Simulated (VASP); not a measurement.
Write the native input for VASP 6.6.1 that does the following.

| Quantity | Value |
| --- | --- |
| Task | single point |
| Functional | LDA |
| Potentials or basis | VASP PAW LDA potentials, release 64 (C) |
| Cutoff | 520 eV |
| k mesh | 16 × 16 × 16 |
| Occupations | gaussian, width 0.03 eV |
| Spin | no spin polarisation |
| Dipole correction | no |
| Further INCAR settings | ALGO = Normal; EDIFF = 1e-07; NBANDS = 11 |

The structure of C lies in POSCAR:

```
C
1.0
    0.0000000000      2.1166507492      3.3597492418
    1.1861011277      0.0000000000      3.3597492418
    1.1861011277      2.1166507492      0.0000000000
C
2
Direct
    0.1667065656      0.8332934344      0.1667065656
    0.8332934344      0.1667065656      0.8332934344
```

This cell differs from its parent crystal: strain -0.0300 x Voigt [1, 0, 0, 0, 0, 0].

One way to write it, as run:

INCAR

```
SYSTEM = C
PREC = Accurate
ENCUT = 520
EDIFF = 1E-7
ISMEAR = 0
SIGMA = 0.03
LREAL = .False.
LASPH = .True.
NELM = 80
ALGO = Normal
ISIF = 2
LWAVE = .False.
LCHARG = .True.
LELF = .True.
LVHAR = .True.
NBANDS = 11
```

KPOINTS

```
Automatic mesh
0
Gamma
  16 16 16
  0 0 0
```

Potentials or basis: VASP PAW LDA potentials, release 64 (C).

Launch:

```bash
$ cat potpaw_LDA.64/C/POTCAR > POTCAR
$ mpirun -np 1 vasp_std > vasp.out
```

Results of the run:

```json
{"Pressure": "15.1 GPa", "Largest force": "0.519 eV/Å", "Band gap on the k mesh": "0.02 eV, direct"}
```

Caveat: the cell differs from its parent crystal (strain -0.0300 x Voigt [1, 0, 0, 0, 0, 0]).

It took 73 s on 1 thread of Intel Xeon 6975P-C (shared host), peak memory 0.2 GiB.
